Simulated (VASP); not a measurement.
# TiAl (P4/mmm) in VASP: further runs

The runs below take TiAl through single point, with PBEsol.

Program: VASP 6.6.1. These are calculated values, not measurements. Logs are shortened: lines on timing, memory, paths and dates and some standing lists are left out, and cuts for length are marked.

## (1) The cell of the first run

It takes space group P4/mmm (No. 123, tetragonal). The conventional cell has a = 3.062 Å, b = 3.062 Å, c = 3.251 Å, α = 90.00°, β = 90.00°, γ = 90.00°. Within 3.6 Å of Ti (site symmetry 4/mmm) lie 8 Al at 2.71 Å and 6 Ti at 3.06 to 3.25 Å. Within 3.6 Å of Al (site symmetry 4/mmm) lie 8 Ti at 2.71 Å and 6 Al at 3.06 to 3.25 Å.

## (2) Single point, PBEsol (strain -0.030 along x and y, +0.030 along z)

The input, INCAR:

```
SYSTEM = TiAl
ALGO     = Fast           ! electronic algorithm
EDIFF    = 1E-7           ! SCF threshold, eV
ENCUT    = 520            ! plane-wave cutoff, eV
GGA      = PS             ! functional
ISIF     = 2              ! what is computed and relaxed
ISMEAR   = 0              ! smearing method
LASPH    = .TRUE.         ! aspherical terms in the spheres
LCHARG   = .FALSE.        ! write CHGCAR
LREAL    = .FALSE.        ! projectors in reciprocal space
LWAVE    = .FALSE.        ! write WAVECAR
NBANDS   = 14             ! bands
NELM     = 100            ! most SCF steps
PREC     = Accurate       ! precision mode
SIGMA    = 0.15           ! smearing width, eV
```

The input, KPOINTS:

```
k-points
0
G
  20 20 20
  0 0 0
```

The input, POSCAR:

```
TiAl
1.0
    3.0617798551      0.0000000000      0.0000000000
    0.0000000000      3.0617798551      0.0000000000
    0.0000000000      0.0000000000      3.2511682997
Ti Al
1 1
Direct
    0.0000000000      0.0000000000      0.0000000000
    0.5000000000      0.5000000000      0.5000000000
```

Potentials or basis: VASP PAW PBE potentials, release 64 (Ti_sv, Al).

The run is started by

```
cat potpaw_PBE.64/Ti_sv/POTCAR potpaw_PBE.64/Al/POTCAR > POTCAR
mpirun -np 1 vasp_std > vasp.out
```

OUTCAR:

```text
SYSTEM = TiAl
   EDIFF = 1E-7
   ENCUT = 520
   GGA = PS
   ISIF = 2
   ISMEAR = 0
   LASPH = .TRUE.
   LREAL = .FALSE.
   NELM = 100
   PREC = Accurate

 ion  position               nearest neighbor table
   1  0.000  0.000  0.000-   2 2.71   2 2.71   2 2.71   2 2.71   2 2.71   2 2.71   2 2.71   2 2.71

   2  0.500  0.500  0.500-   1 2.71   1 2.71   1 2.71   1 2.71   1 2.71   1 2.71   1 2.71   1 2.71

  LATTYP: Found a simple tetragonal cell.
 ALAT       =     3.0617798551
 C/A-ratio  =     1.0618556701

  Lattice vectors:

 A1 = (   3.0617798551,   0.0000000000,   0.0000000000)
 A2 = (   0.0000000000,   3.0617798551,   0.0000000000)
 A3 = (   0.0000000000,   0.0000000000,   3.2511682997)

Analysis of symmetry for initial positions (statically):
=====================================================================
 Subroutine PRICEL returns:
 Original cell was already a primitive cell.

 Routine SETGRP: Setting up the symmetry group for a
 simple tetragonal supercell.

 Subroutine GETGRP returns: Found 16 space group operations
 (whereof 16 operations were pure point group operations)
 out of a pool of 16 trial point group operations.

The static configuration has the point symmetry D_4h.

Analysis of symmetry for dynamics (positions and initial velocities):
=====================================================================
 Subroutine PRICEL returns:
 Original cell was already a primitive cell.

 Routine SETGRP: Setting up the symmetry group for a
 simple tetragonal supercell.

 Subroutine GETGRP returns: Found 16 space group operations
 (whereof 16 operations were pure point group operations)
 out of a pool of 16 trial point group operations.

The dynamic configuration has the point symmetry D_4h.

 Subroutine INISYM returns: Found 16 space group operations
 (whereof 16 operations are pure point group operations),
 and found     1 'primitive' translations

----------------------------------------------------------------------------------------

                                     Primitive cell

  volume of cell :      30.4781

  direct lattice vectors                    reciprocal lattice vectors
     3.061779855  0.000000000  0.000000000     0.326607414  0.000000000  0.000000000
     0.000000000  3.061779855  0.000000000     0.000000000  0.326607414  0.000000000
     0.000000000  0.000000000  3.251168300     0.000000000  0.000000000  0.307581739

  length of vectors
     3.061779855  3.061779855  3.251168300     0.326607414  0.326607414  0.307581739

[... 92 lines left out ...]
   NUPDOWN=      -1.0000    fix difference up-down
   EMIN   =  10.00;   EMAX   =-10.00  energy-range for DOS
   EFERMI =   0.00;   METHOD = LEGACY
   ISMEAR =     0;   SIGMA  =   0.15  broadening in eV -4-tet -1-fermi 0-gaus
   EFERMI_NEDOS =   21; number of points for ismear=-14 and -15
   IALGO  =     68    algorithm
   IMIX   =      4    mixing-type and parameters
     AMIX     =   0.40;   BMIX     =  1.00
     AMIX_MAG =   1.60;   BMIX_MAG =  1.00
  volume/ion in A,a.u.               =      15.24       102.84
  Fermi-wavevector in a.u.,A,eV,Ry     =   1.292536  2.442540 22.730579  1.670650
  Thomas-Fermi vector in A             =   2.424238
   LORBIT       =      0    0 simple, 1 ext, 2 COOP (PROOUT), +10 PAW based schemes
   GGA     = PS    functional components
   LHFCALC =     F    Hartree Fock is set to
   AEXX    =    0.0000 exact exchange contribution
   IVDW    =     0    specifies the selected vdW correction
   LEPSILON=     F    determine dielectric tensor
   LRPA    =     F    only Hartree local field effects (RPA)
 non-spin polarized calculation
 RMM-DIIS sequential band-by-band and
 Gauss-broadening in eV      SIGMA  =   0.15
  energy-cutoff  :      520.00
  volume of cell :       30.48
 maximum number of plane-waves:       844
 NGX is ok and might be reduce to    24
   NGX = 11   NGY = 11   NGZ = 13

 number of electron      15.0000010 magnetization

 Free energy of the ion-electron system (eV)
  ---------------------------------------------------
  ext. energy  EPLUGINS =         0.00000000
  ---------------------------------------------------
  free energy    TOTEN  =       -12.98593715 eV

  energy without entropy =      -12.95888018  energy(sigma->0) =      -12.97240866

 E-fermi :   9.2081     XC(G=0): -11.4196

 val. band max:        9.2065579496   @ k =   0.2000   0.1000   0.3500
 cond. band min:       9.2082661385   @ k =   0.4000   0.3500   0.2500
 fundamental gap:      0.0017081888
 Fermi energy:         9.2081194778

 k-point     1 :       0.0000    0.0000    0.0000
  band No.  band energies     occupation
      1     -47.3068      2.00000
      2     -23.6591      2.00000
      3     -23.5724      2.00000
      4     -23.5724      2.00000
      5      -0.2514      2.00000
      6       7.5864      2.00000
      7       7.7596      2.00000
      8      11.0704      0.00000
      9      11.0704      0.00000
     10      11.3741      0.00000
     11      12.8412      0.00000
     12      14.4989      0.00000
     13      14.4989      0.00000
     14      18.3538      0.00000
[... 377 lines left out ...]
      1     -47.2961      2.00000
      2     -23.6577      2.00000
      3     -23.6483      2.00000
      4     -23.5886      2.00000
      5       0.5961      2.00000
      6       7.4127      2.00000
      7       7.9291      2.00000
      8       9.9958      0.00000
      9      10.2959      0.00000
     10      10.9158      0.00000
     11      12.9280      0.00000
     12      14.7449      0.00000
     13      14.8829      0.00000
     14      17.7599      0.00000

 [... further k-points ...]

------------------------ aborting loop because EDIFF is reached ----------------------------------------

  FORCE on cell =-STRESS in cart. coord.  units (eV):
  Direction    XX          YY          ZZ          XY          YZ          ZX
  --------------------------------------------------------------------------------------
  -------------------------------------------------------------------------------------
  Total        0.4723820      0.4723820      1.3774812      0.0000000     -0.0000000      0.0000000
  in kB       24.8322777     24.8322777     72.4117236      0.0000000     -0.0000000      0.0000000
  external PRESSURE =      40.6920930 kB  Pullay stress =       0.0000000 kB

 VOLUME and BASIS-vectors are now :
 -----------------------------------------------------------------------------
  energy-cutoff  :      520.00
  volume of cell :       30.48
      direct lattice vectors                 reciprocal lattice vectors
     3.061779855  0.000000000  0.000000000     0.326607414  0.000000000  0.000000000
     0.000000000  3.061779855  0.000000000     0.000000000  0.326607414  0.000000000
     0.000000000  0.000000000  3.251168300     0.000000000  0.000000000  0.307581739

 POSITION                                       TOTAL-FORCE (eV/Angst)
 -----------------------------------------------------------------------------------
      0.00000      0.00000      0.00000         0.000000      0.000000      0.000000
      1.53089      1.53089      1.62558         0.000000      0.000000      0.000000
 -----------------------------------------------------------------------------------
    total drift:                               -0.000000      0.000000      0.000000

  FREE ENERGIE OF THE ION-ELECTRON SYSTEM (eV)
  ---------------------------------------------------
  free  energy   TOTEN  =       -12.9859371472 eV

  energy  without entropy=      -12.9588801813  energy(sigma->0) =      -12.97240866
```

OSZICAR:

```text
N       E                     dE             d eps       ncg     rms          rms(c)
DAV:   1     0.999654228774E+02    0.99965E+02   -0.70988E+03 20348   0.110E+03
DAV:   2    -0.908304776257E+01   -0.10905E+03   -0.10479E+03 20862   0.302E+02
DAV:   3    -0.144893189387E+02   -0.54063E+01   -0.52444E+01 30640   0.650E+01
[... 23 lines left out ...]
RMM:  27    -0.129859366832E+02   -0.20148E-06   -0.19332E-06 17871   0.465E-03    0.148E-04
RMM:  28    -0.129859368580E+02   -0.17482E-06   -0.17816E-06 16594   0.405E-03    0.174E-04
RMM:  29    -0.129859369722E+02   -0.11419E-06   -0.11253E-06 17106   0.373E-03    0.899E-05
RMM:  30    -0.129859370791E+02   -0.10688E-06   -0.11308E-06 15832   0.329E-03    0.155E-04
RMM:  31    -0.129859371472E+02   -0.68149E-07   -0.68920E-07 15572   0.303E-03
   1 F= -.12985937E+02 E0= -.12972409E+02  d E =-.270570E-01
```

It took 3.3 min on 1 thread of Intel Xeon 6975P-C (Granite Rapids), shared host; peak memory 0.41 GiB.

Results:

* Free energy: -12.9859 eV
* Pressure: 4.1 GPa
* Band gap on the k mesh: zero (an odd number of electrons rules out a gap without spin polarisation)

Caveat: the cell differs from its parent crystal (strain -0.030 along x and y, +0.030 along z); the cell stands under pressure; the PAW data sets were made with another functional, which shifts forces and pressure a little.

## (3) Single point, PBEsol (strain +0.000 along x and y, -0.030 along z)

The input, INCAR:

```
SYSTEM = TiAl
PREC     = Accurate       ! precision mode
ENCUT    = 520            ! plane-wave cutoff, eV
EDIFF    = 1E-6           ! SCF threshold, eV
ISMEAR   = 0              ! smearing method
SIGMA    = 0.15           ! smearing width, eV
LREAL    = .FALSE.        ! projectors in reciprocal space
LASPH    = .TRUE.         ! aspherical terms in the spheres
NELM     = 80             ! most SCF steps
ALGO     = Fast           ! electronic algorithm
ISIF     = 2              ! what is computed and relaxed
LWAVE    = .FALSE.        ! write WAVECAR
LCHARG   = .FALSE.        ! write CHGCAR
GGA      = PS             ! functional
NBANDS   = 14             ! bands
```

The input, KPOINTS:

```
Automatic mesh
0
G
  20 20 20
  0 0 0
```

The input, POSCAR:

```
TiAl
1.0
    3.1564740774      0.0000000000      0.0000000000
    0.0000000000      3.1564740774      0.0000000000
    0.0000000000      0.0000000000      3.0617798551
Ti Al
1 1
Direct
    0.0000000000      0.0000000000      0.0000000000
    0.5000000000      0.5000000000      0.5000000000
```

Potentials or basis: VASP PAW PBE potentials, release 64 (Ti_sv, Al).

The run is started by

```
cat potpaw_PBE.64/Ti_sv/POTCAR potpaw_PBE.64/Al/POTCAR > POTCAR
mpirun -np 1 vasp_std > vasp.out
```

OUTCAR:

```text
SYSTEM = TiAl
   PREC = Accurate
   ENCUT = 520
   EDIFF = 1E-6
   ISMEAR = 0
   LREAL = .FALSE.
   LASPH = .TRUE.
   NELM = 80
   ISIF = 2
   GGA = PS

 ion  position               nearest neighbor table
   1  0.000  0.000  0.000-   2 2.71   2 2.71   2 2.71   2 2.71   2 2.71   2 2.71   2 2.71   2 2.71

   2  0.500  0.500  0.500-   1 2.71   1 2.71   1 2.71   1 2.71   1 2.71   1 2.71   1 2.71   1 2.71

  LATTYP: Found a simple tetragonal cell.
 ALAT       =     3.1564740774
 C/A-ratio  =     0.9700000000

  Lattice vectors:

[... 598 lines left out ...]

  FORCE on cell =-STRESS in cart. coord.  units (eV):
  Direction    XX          YY          ZZ          XY          YZ          ZX
  --------------------------------------------------------------------------------------
  -------------------------------------------------------------------------------------
  Total        0.8131353      0.8131353      0.6143374      0.0000000      0.0000000      0.0000000
  in kB       42.7065976     42.7065976     32.2655556      0.0000000      0.0000000      0.0000000
  external PRESSURE =      39.2262502 kB  Pullay stress =       0.0000000 kB

 VOLUME and BASIS-vectors are now :
 -----------------------------------------------------------------------------
  energy-cutoff  :      520.00
  volume of cell :       30.51
      direct lattice vectors                 reciprocal lattice vectors
     3.156474077  0.000000000  0.000000000     0.316809191  0.000000000  0.000000000
     0.000000000  3.156474077  0.000000000     0.000000000  0.316809191  0.000000000
     0.000000000  0.000000000  3.061779855     0.000000000  0.000000000  0.326607414

 POSITION                                       TOTAL-FORCE (eV/Angst)
 -----------------------------------------------------------------------------------
      0.00000      0.00000      0.00000         0.000000      0.000000      0.000000
      1.57824      1.57824      1.53089         0.000000      0.000000      0.000000
 -----------------------------------------------------------------------------------
    total drift:                                0.000000      0.000000      0.000000

  FREE ENERGIE OF THE ION-ELECTRON SYSTEM (eV)
  ---------------------------------------------------
  free  energy   TOTEN  =       -12.9717016807 eV

  energy  without entropy=      -12.9448099890  energy(sigma->0) =      -12.95825583
```

stdout:

```text
POSCAR found type information on POSCAR TiAl
 POSCAR found :  2 types and       2 ions
 scaLAPACK will be used
 -----------------------------------------------------------------------------
|                                                                             |
|                                                                             |
|     You enforced a specific xc type in the INCAR file but a different       |
|     I HOPE YOU KNOW WHAT YOU ARE DOING!                                     |
|                                                                             |
 -----------------------------------------------------------------------------

 LDA part: xc-table for (Slater+PW92), standard interpolation
 POSCAR, INCAR and KPOINTS ok, starting setup
 FFT: planning ... GRIDC
 FFT: planning ... GRID_SOFT
 FFT: planning ... GRID
 WAVECAR not read
 entering main loop
WARNING in EDDRMM: call to ZHEGV failed, returncode =   8  4     11
WARNING in EDDRMM: call to ZHEGV failed, returncode =   6  3      8
WARNING in EDDRMM: call to ZHEGV failed, returncode =   6  3     11
WARNING in EDDRMM: call to ZHEGV failed, returncode =   6  3      8
WARNING in EDDRMM: call to ZHEGV failed, returncode =   8  4      8
WARNING in EDDRMM: call to ZHEGV failed, returncode =   6  3      8
WARNING in EDDRMM: call to ZHEGV failed, returncode =   6  3     13
WARNING in EDDRMM: call to ZHEGV failed, returncode =   6  3      6
WARNING in EDDRMM: call to ZHEGV failed, returncode =   6  3      9
WARNING in EDDRMM: call to ZHEGV failed, returncode =   8  4     11
WARNING in EDDRMM: call to ZHEGV failed, returncode =   6  3     14
WARNING in EDDRMM: call to ZHEGV failed, returncode =   8  4      5
```

Wall time 2.7 min (1 thread of Intel Xeon 6975P-C (Granite Rapids), shared host); peak memory 0.41 GiB.

What came out:

| Property | Result |
| --- | --- |
| Free energy | -12.9717 eV |
| Pressure | 3.9 GPa |
| Band gap on the k mesh | zero (an odd number of electrons rules out a gap without spin polarisation) |

Stress tensor (GPa, compression positive):
```
4.27 0.00 0.00
0.00 4.27 0.00
0.00 0.00 3.23
```

Levels at points of the mesh, in eV from the Fermi level:
```csv
k point,band 4,band 5,band 6,band 7,band 8,band 9,band 10,band 11,band 12,band 13
"(0.00, 0.00, 0.00)",-32.81,-9.48,-1.59,-1.52,1.81,1.98,1.98,4.40,4.40,5.27
"(0.50, 0.00, 0.00)",-32.79,-6.17,-5.35,-0.62,0.03,0.40,2.18,3.12,6.59,9.33
"(0.50, 0.50, 0.00)",-32.78,-5.27,-2.19,-2.19,-1.58,0.90,0.90,2.87,4.83,5.18
"(0.00, 0.00, 0.50)",-32.84,-5.86,-5.28,-0.54,0.05,0.05,2.07,3.48,6.58,9.37
"(0.50, 0.00, 0.50)",-32.82,-5.07,-2.12,-1.94,-1.51,0.61,0.68,3.00,5.17,5.25
"(0.50, 0.50, 0.50)",-32.99,-3.25,-3.25,-3.25,0.98,2.95,3.02,3.02,3.11,3.17
```

Caveat: the cell differs from its parent crystal (strain +0.000 along x and y, -0.030 along z); the cell stands under pressure; the PAW data sets were made with another functional, which shifts forces and pressure a little.

## (4) Single point, PBEsol (strain -0.015 along x and y, +0.000 along z)

The input, INCAR:

```
  PREC = Accurate
  ENCUT = 520
  EDIFF = 1E-6
  ISMEAR = 0
  SIGMA = 0.15
  LREAL = F
  LASPH = T
  NELM = 60
  ALGO = Fast
  ISIF = 2
  LWAVE = F
  LCHARG = F
  GGA = PS
  NBANDS = 14
```

The input, KPOINTS:

```
Automatic mesh
0
Gamma
  20 20 20
```

The input, POSCAR:

```
TiAl
1.0
    3.1091269662      0.0000000000      0.0000000000
    0.0000000000      3.1091269662      0.0000000000
    0.0000000000      0.0000000000      3.1564740774
Ti Al
1 1
Direct
    0.0000000000      0.0000000000      0.0000000000
    0.5000000000      0.5000000000      0.5000000000
```

The run is started by

```
cat potpaw_PBE.64/Ti_sv/POTCAR potpaw_PBE.64/Al/POTCAR > POTCAR
mpirun -np 1 vasp_std > vasp.out
```

It took 2.6 min on 1 thread of Intel Xeon 6975P-C (Granite Rapids), shared host; peak memory 0.41 GiB.

Results (log left out):

- Free energy: -12.9704 eV
- Pressure: 3.9 GPa
- Band gap on the k mesh: zero (an odd number of electrons rules out a gap without spin polarisation)

Stress tensor (GPa, compression positive):
```
3.54 0.00 0.00
0.00 3.54 0.00
0.00 0.00 4.52
```

Levels at points of the mesh, in eV from the Fermi level:
```
           k point  band 5  band 6  band 7  band 8  band 9  band 10
(0.00, 0.00, 0.00)   -9.48   -1.58   -1.54    1.89    1.89     1.97
(0.50, 0.00, 0.00)   -6.02   -5.32   -0.59    0.03    0.21     2.12
(0.50, 0.50, 0.00)   -5.08   -2.04   -2.04   -1.51    0.64     0.64
(0.00, 0.00, 0.50)   -6.17   -5.36   -0.63    0.21    0.21     2.17
(0.50, 0.00, 0.50)   -5.18   -2.16   -2.07   -1.55    0.75     0.78
(0.50, 0.50, 0.50)   -3.25   -3.25   -3.25    0.97    2.98     3.01
```

Caveat: the cell differs from its parent crystal (strain -0.015 along x and y, +0.000 along z); the cell stands under pressure; the PAW data sets were made with another functional, which shifts forces and pressure a little.

## (5) Single point, PBEsol (strain +0.000 along x and y, -0.015 along z)

The input, INCAR:

```
  PREC = Accurate
  ENCUT = 520
  EDIFF = 1E-7
  ISMEAR = 0
  SIGMA = 0.15
  LREAL = False
  LASPH = True
  NELM = 60
  ALGO = Fast
  ISIF = 2
  LWAVE = False
  LCHARG = True
  GGA = PS
  LELF = True
  LVHAR = True
  NBANDS = 14
```

The input, KPOINTS:

```
regular mesh
0
Gamma
  20 20 20
```

The input, POSCAR:

```
TiAl
1.0
    3.1564740774      0.0000000000      0.0000000000
    0.0000000000      3.1564740774      0.0000000000
    0.0000000000      0.0000000000      3.1091269662
Ti Al
1 1
Direct
    0.0000000000      0.0000000000      0.0000000000
    0.5000000000      0.5000000000      0.5000000000
```

The run is started by

```
cat potpaw_PBE.64/Ti_sv/POTCAR potpaw_PBE.64/Al/POTCAR > POTCAR
mpirun -np 1 vasp_std > vasp.out
```

It took 3.1 min on 1 thread of Intel Xeon 6975P-C (Granite Rapids), shared host; peak memory 0.41 GiB.

It converged, with:

```
Free energy            : -12.9787 eV
Pressure               : 1.9 GPa
Band gap on the k mesh : zero (an odd number of electrons rules out a gap without spin polarisation)
```

Stress tensor (GPa, compression positive):
```
2.14 0.00 0.00
0.00 2.14 0.00
0.00 0.00 1.48
```

Levels at points of the mesh, in eV from the Fermi level:
| k point | band 5 | band 6 | band 7 | band 8 | band 9 | band 10 |
| --- | --- | --- | --- | --- | --- | --- |
| (0.00, 0.00, 0.00) | -9.42 | -1.54 | -1.50 | 1.82 | 1.90 | 1.90 |
| (0.50, 0.00, 0.00) | -6.11 | -5.30 | -0.60 | 0.08 | 0.26 | 2.11 |
| (0.50, 0.50, 0.00) | -5.17 | -2.14 | -2.14 | -1.54 | 0.80 | 0.80 |
| (0.00, 0.00, 0.50) | -5.96 | -5.27 | -0.56 | 0.09 | 0.09 | 2.06 |
| (0.50, 0.00, 0.50) | -5.07 | -2.11 | -2.02 | -1.51 | 0.66 | 0.69 |
| (0.50, 0.50, 0.50) | -3.21 | -3.20 | -3.20 | 0.87 | 2.93 | 2.99 |

Caveat: the cell differs from its parent crystal (strain +0.000 along x and y, -0.015 along z); the PAW data sets were made with another functional, which shifts forces and pressure a little.

[end of part 1 of 2]
